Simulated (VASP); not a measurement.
# NaF (F-43m) in VASP: notebook

The runs below take NaF through single point, with PBE, r2SCAN, HSE06, PBE0.

All numbers are computed with VASP 6.6.1; they aren't measurements. Logs are shortened: lines on timing, memory, paths and dates and some standing lists are left out, and cuts for length are marked.

### 1 The cell of the first run

The structure is cubic, space group F-43m (No. 216). Conventional cell: a = 5.063 Å, b = 5.063 Å, c = 5.063 Å, α = 90.00°, β = 90.00°, γ = 90.00°. Within 2.9 Å of Na (site symmetry -43m) lie 4 F at 2.19 Å. F (site symmetry -43m) has 4 Na at 2.19 Å within 2.9 Å.

### 2 Single point, PBE

Contents of INCAR:

```
SYSTEM = NaF
PREC = Accurate
ENCUT = 520
EDIFF = 1E-7
ISMEAR = 0
SIGMA = 0.01
LREAL = .False.
LASPH = .True.
NELM = 60
ALGO = Normal
ISIF = 2
LWAVE = .False.
LCHARG = .False.
GGA = PE
NBANDS = 14
```

Contents of KPOINTS:

```
Automatic mesh
0
Gamma
  6 6 6
  0 0 0
```

Contents of POSCAR:

```
NaF
1.0
    0.0000000000      2.5312613630      2.5312613630
    2.5312613630      0.0000000000      2.5312613630
    2.5312613630      2.5312613630      0.0000000000
Na F
1 1
Direct
    0.0000000000      0.0000000000      0.0000000000
    0.2500000000      0.2500000000      0.2500000000
```

Potentials or basis: VASP PAW PBE potentials, release 64 (Na_pv, F).

Command:

```bash
$ cat potpaw_PBE.64/Na_pv/POTCAR potpaw_PBE.64/F/POTCAR > POTCAR
$ mpirun -np 1 vasp_std > vasp.out
```

OUTCAR:

```text
SYSTEM = NaF
   PREC = Accurate
   ENCUT = 520
   EDIFF = 1E-7
   ISMEAR = 0
   LREAL = .False.
   LASPH = .True.
   NELM = 60
   ISIF = 2
   GGA = PE

 ion  position               nearest neighbor table
   1  0.000  0.000  0.000-   2 2.19   2 2.19   2 2.19   2 2.19
   2  0.250  0.250  0.250-   1 2.19   1 2.19   1 2.19   1 2.19

  LATTYP: Found a face centered cubic cell.
 ALAT       =     5.0625227260

  Lattice vectors:

 A1 = (   0.0000000000,   2.5312613630,   2.5312613630)
 A2 = (   2.5312613630,   0.0000000000,   2.5312613630)
 A3 = (   2.5312613630,   2.5312613630,   0.0000000000)

Analysis of symmetry for initial positions (statically):
=====================================================================
 Subroutine PRICEL returns:
 Original cell was already a primitive cell.

 Routine SETGRP: Setting up the symmetry group for a
 face centered cubic supercell.

 Subroutine GETGRP returns: Found 24 space group operations
 (whereof 24 operations were pure point group operations)
 out of a pool of 48 trial point group operations.

The static configuration has the point symmetry T_d .

Analysis of symmetry for dynamics (positions and initial velocities):
=====================================================================
 Subroutine PRICEL returns:
 Original cell was already a primitive cell.

 Routine SETGRP: Setting up the symmetry group for a
 face centered cubic supercell.

 Subroutine GETGRP returns: Found 24 space group operations
 (whereof 24 operations were pure point group operations)
 out of a pool of 48 trial point group operations.

The dynamic configuration has the point symmetry T_d .

 Subroutine INISYM returns: Found 24 space group operations
 (whereof 24 operations are pure point group operations),
 and found     1 'primitive' translations

----------------------------------------------------------------------------------------

                                     Primitive cell

  volume of cell :      32.4370

  direct lattice vectors                    reciprocal lattice vectors
     0.000000000  2.531261363  2.531261363    -0.197529977  0.197529977  0.197529977
     2.531261363  0.000000000  2.531261363     0.197529977 -0.197529977  0.197529977
     2.531261363  2.531261363  0.000000000     0.197529977  0.197529977 -0.197529977

  length of vectors
     3.579744149  3.579744149  3.579744149     0.342131957  0.342131957  0.342131957

  position of ions in fractional coordinates (direct lattice)
     0.000000000  0.000000000  0.000000000
     0.250000000  0.250000000  0.250000000

  ion indices of the primitive-cell ions
   primitive index   ion index
                 1           1
                 2           2

----------------------------------------------------------------------------------------

 KPOINTS: Automatic mesh

Automatic generation of k-mesh.
 Grid dimensions read from file:
 generate k-points for:    6    6    6

 Generating k-lattice:

  Cartesian coordinates                     Fractional coordinates (reciprocal lattice)
    -0.032921663  0.032921663  0.032921663     0.166666667  0.000000000  0.000000000
     0.032921663 -0.032921663  0.032921663     0.000000000  0.166666667  0.000000000
     0.032921663  0.032921663 -0.032921663     0.000000000  0.000000000  0.166666667

  Length of vectors
     0.057021993  0.057021993  0.057021993

  Shift w.r.t. Gamma in fractional coordinates (k-lattice)
     0.000000000  0.000000000  0.000000000

 Subroutine IBZKPT returns following result:
 ===========================================

 Found     16 irreducible k-points:

 Following reciprocal coordinates:
            Coordinates               Weight
  0.000000  0.000000  0.000000      1.000000
  0.166667  0.000000  0.000000      8.000000
  0.333333  0.000000  0.000000      8.000000
  0.500000  0.000000  0.000000      4.000000
  0.166667  0.166667  0.000000      6.000000
  0.333333  0.166667  0.000000     24.000000
[... 8 lines left out ...]
 -0.333333  0.333333  0.166667     24.000000
 -0.333333  0.500000  0.166667     12.000000
   k-points           NKPTS =     16   k-points in BZ     NKDIM =     16   number of bands    NBANDS=     14
   number of dos      NEDOS =    301   number of ions     NIONS =      2
   total plane-waves  NPLWV =  21952
   dimension x,y,z NGX =    28 NGY =   28 NGZ =   28
   dimension x,y,z NGXF=    56 NGYF=   56 NGZF=   56
   ions per type =               1   1
   NGX,Y,Z   is equivalent  to a cutoff of  13.00, 13.00, 13.00 a.u.
   NGXF,Y,Z  is equivalent  to a cutoff of  26.01, 26.01, 26.01 a.u.
 SYSTEM =  NaF
   PREC   = accura    normal or accurate (medium, high low for compatibility)
   ISTART =      0    job   : 0-new  1-cont  2-samecut
   ICHARG =      2    charge: 1-file 2-atom 10-const
   ISPIN  =      1    spin polarized calculation?
   LNONCOLLINEAR =      F non collinear calculations
   LSORBIT =      F    spin-orbit coupling
   LASPH  =      T    aspherical Exc in radial PAW
   ENCUT  =  520.0 eV  38.22 Ry    6.18 a.u.   6.66  6.66  6.66*2*pi/ulx,y,z
   NELM   =     60;   NELMIN=  2; NELMDL= -5     # of ELM steps
   EDIFF  = 0.1E-06   stopping-criterion for ELM
   LREAL  =      F    real-space projection
   EDIFFG = 0.1E-05   stopping-criterion for IOM
   NSW    =      0    number of steps for IOM
   IBRION =     -1    ionic relax: 0-MD 1-quasi-New 2-CG
   NFREE  =      0    steps in history (QN), initial steepest desc. (CG)
   ISIF   =      2    stress and relaxation
   ISYM   =      2    0-nonsym 1-usesym 2-fastsym
   POTIM  = 0.5000    time-step for ionic-motion
   TEBEG  =    0.0;   TEEND  =   0.0 temperature during run
   PSTRESS=    0.0 pullay stress
   NELECT =      14.0000    total number of electrons
   NUPDOWN=      -1.0000    fix difference up-down
   EMIN   =  10.00;   EMAX   =-10.00  energy-range for DOS
   EFERMI =   0.00;   METHOD = LEGACY
   ISMEAR =     0;   SIGMA  =   0.01  broadening in eV -4-tet -1-fermi 0-gaus
   EFERMI_NEDOS =   21; number of points for ismear=-14 and -15
   IALGO  =     38    algorithm
   IMIX   =      4    mixing-type and parameters
     AMIX     =   0.40;   BMIX     =  1.00
     AMIX_MAG =   1.60;   BMIX_MAG =  1.00
  volume/ion in A,a.u.               =      16.22       109.45
  Fermi-wavevector in a.u.,A,eV,Ry     =   1.237192  2.337954 20.825685  1.530645
  Thomas-Fermi vector in A             =   2.371770
   LORBIT       =      0    0 simple, 1 ext, 2 COOP (PROOUT), +10 PAW based schemes
   GGA     = PE    functional components
   LHFCALC =     F    Hartree Fock is set to
   AEXX    =    0.0000 exact exchange contribution
   IVDW    =     0    specifies the selected vdW correction
   LEPSILON=     F    determine dielectric tensor
   LRPA    =     F    only Hartree local field effects (RPA)
 non-spin polarized calculation
 Gauss-broadening in eV      SIGMA  =   0.01
  energy-cutoff  :      520.00
  volume of cell :       32.44
 maximum number of plane-waves:       893
 NGX is ok and might be reduce to    28
   NGX = 13   NGY = 13   NGZ = 13

 number of electron      13.9999982 magnetization

 Free energy of the ion-electron system (eV)
  ---------------------------------------------------
  ext. energy  EPLUGINS =         0.00000000
  ---------------------------------------------------
  free energy    TOTEN  =        -8.38375704 eV

  energy without entropy =       -8.38375704  energy(sigma->0) =       -8.38375704

 E-fermi :  -3.3396     XC(G=0):  -7.7336

 val. band max:       -3.3924729805   @ k =   0.0000   0.0000   0.0000
 cond. band min:       2.2200165963   @ k =   0.0000   0.0000   0.0000
 fundamental gap:      5.6124895768
 Fermi energy:        -3.3395727901

 k-point     1 :       0.0000    0.0000    0.0000
  band No.  band energies     occupation
      1     -22.2408      2.00000
      2     -22.2408      2.00000
      3     -22.2408      2.00000
      4     -22.1375      2.00000
      5      -3.3925      2.00000
      6      -3.3925      2.00000
      7      -3.3925      2.00000
      8       2.2200      0.00000
      9      15.9237      0.00000
     10      15.9237      0.00000
     11      15.9237      0.00000
     12      17.5108      0.00000
     13      17.5108      0.00000
     14      17.5108      0.00000

 k-point     2 :       0.1667    0.0000    0.0000
  band No.  band energies     occupation
      1     -22.5233      2.00000
      2     -22.2437      2.00000
      3     -22.2437      2.00000
      4     -21.8399      2.00000
      5      -3.6576      2.00000
      6      -3.4017      2.00000
      7      -3.4017      2.00000
      8       2.9477      0.00000
      9      13.1889      0.00000
     10      15.2357      0.00000
     11      15.2357      0.00000
     12      17.2710      0.00000
     13      17.2710      0.00000
     14      17.2992      0.00000

 k-point     3 :       0.3333    0.0000    0.0000
  band No.  band energies     occupation
      1     -22.7513      2.00000
      2     -22.2495      2.00000
      3     -22.2495      2.00000
      4     -21.5829      2.00000
      5      -4.0721      2.00000
      6      -3.4204      2.00000
      7      -3.4204      2.00000
      8       4.6834      0.00000
      9       9.8916      0.00000
     10      14.1885      0.00000
     11      14.1885      0.00000
     12      17.0017      0.00000
     13      17.9162      0.00000
     14      17.9162      0.00000

 k-point     4 :       0.5000    0.0000    0.0000
  band No.  band energies     occupation
      1     -22.8320      2.00000
      2     -22.2525      2.00000
      3     -22.2525      2.00000
      4     -21.4881      2.00000
      5      -4.2405      2.00000
      6      -3.4298      2.00000
      7      -3.4298      2.00000
      8       6.5671      0.00000
      9       7.5113      0.00000
     10      13.7947      0.00000
     11      13.7947      0.00000
     12      17.0680      0.00000
     13      18.3030      0.00000
     14      18.3030      0.00000

 k-point     5 :       0.1667    0.1667    0.0000
  band No.  band energies     occupation
      1     -22.5684      2.00000
      2     -22.2482      2.00000
      3     -22.2482      2.00000
      4     -21.7826      2.00000
      5      -3.6761      2.00000
      6      -3.4334      2.00000
      7      -3.4334      2.00000
      8       3.1662      0.00000
      9      13.3687      0.00000
     10      14.7248      0.00000
     11      14.7248      0.00000
[... 140 lines left out ...]
 k-point    14 :       0.5000    0.3333    0.1667
  band No.  band energies     occupation
      1     -22.8406      2.00000
      2     -22.2762      2.00000
      3     -22.2597      2.00000
      4     -21.4461      2.00000
      5      -4.0267      2.00000
      6      -3.6405      2.00000
      7      -3.4863      2.00000
      8       5.8032      0.00000
      9       9.7366      0.00000
     10      11.4326      0.00000
     11      13.2860      0.00000
     12      16.7516      0.00000
     13      18.6487      0.00000
     14      19.6051      0.00000

 k-point    15 :      -0.3333    0.3333    0.1667
  band No.  band energies     occupation
      1     -22.8806      2.00000
      2     -22.2854      2.00000
      3     -22.2640      2.00000
      4     -21.3876      2.00000
      5      -3.9899      2.00000
      6      -3.7609      2.00000
      7      -3.5172      2.00000
      8       7.0093      0.00000
      9       8.5539      0.00000
     10      10.9399      0.00000
     11      12.7851      0.00000
     12      17.5312      0.00000
     13      18.3208      0.00000
     14      21.1206      0.00000

 k-point    16 :      -0.3333    0.5000    0.1667
  band No.  band energies     occupation
      1     -22.9014      2.00000
      2     -22.2827      2.00000
      3     -22.2711      2.00000
      4     -21.3597      2.00000
      5      -4.0191      2.00000
      6      -3.7083      2.00000
      7      -3.5786      2.00000
      8       7.0359      0.00000
      9       8.7035      0.00000
     10      11.4424      0.00000
     11      11.9778      0.00000
     12      16.4501      0.00000
     13      18.6068      0.00000
     14      20.5772      0.00000

------------------------ aborting loop because EDIFF is reached ----------------------------------------

  FORCE on cell =-STRESS in cart. coord.  units (eV):
  Direction    XX          YY          ZZ          XY          YZ          ZX
  --------------------------------------------------------------------------------------
  -------------------------------------------------------------------------------------
  Total        0.3980182      0.3980182      0.3980182     -0.0000000      0.0000000      0.0000000
  in kB       19.6595044     19.6595044     19.6595044     -0.0000000      0.0000000      0.0000000
  external PRESSURE =      19.6595044 kB  Pullay stress =       0.0000000 kB

 VOLUME and BASIS-vectors are now :
 -----------------------------------------------------------------------------
  energy-cutoff  :      520.00
  volume of cell :       32.44
      direct lattice vectors                 reciprocal lattice vectors
     0.000000000  2.531261363  2.531261363    -0.197529977  0.197529977  0.197529977
     2.531261363  0.000000000  2.531261363     0.197529977 -0.197529977  0.197529977
     2.531261363  2.531261363  0.000000000     0.197529977  0.197529977 -0.197529977

 POSITION                                       TOTAL-FORCE (eV/Angst)
 -----------------------------------------------------------------------------------
      0.00000      0.00000      0.00000         0.000000     -0.000000     -0.000000
      1.26563      1.26563      1.26563        -0.000000      0.000000      0.000000
 -----------------------------------------------------------------------------------
    total drift:                               -0.000001     -0.000001     -0.000001

  FREE ENERGIE OF THE ION-ELECTRON SYSTEM (eV)
  ---------------------------------------------------
  free  energy   TOTEN  =        -8.3837570389 eV

  energy  without entropy=       -8.3837570389  energy(sigma->0) =       -8.38375704
```

It took 17 s on 1 thread of Intel Xeon 8259CL, shared host; peak memory 0.15 GiB.

What came out:

```yaml
Free_energy: -8.3838 eV
Pressure: 2.0 GPa
Band_gap_on_the_k_mesh: 5.61 eV
```

Levels at points of the mesh, in eV from the valence-band top:
| k point | band 5 | band 6 | band 7 | band 8 | band 9 | band 10 |
| --- | --- | --- | --- | --- | --- | --- |
| (0.00, 0.00, 0.00) | 0.00 | 0.00 | 0.00 | 5.61 | 19.32 | 19.32 |
| (0.50, 0.00, 0.00) | -0.85 | -0.04 | -0.04 | 9.96 | 10.90 | 17.19 |
| (0.50, 0.50, 0.00) | -0.78 | -0.16 | -0.16 | 9.96 | 12.01 | 16.24 |

[end of part 1 of 2]
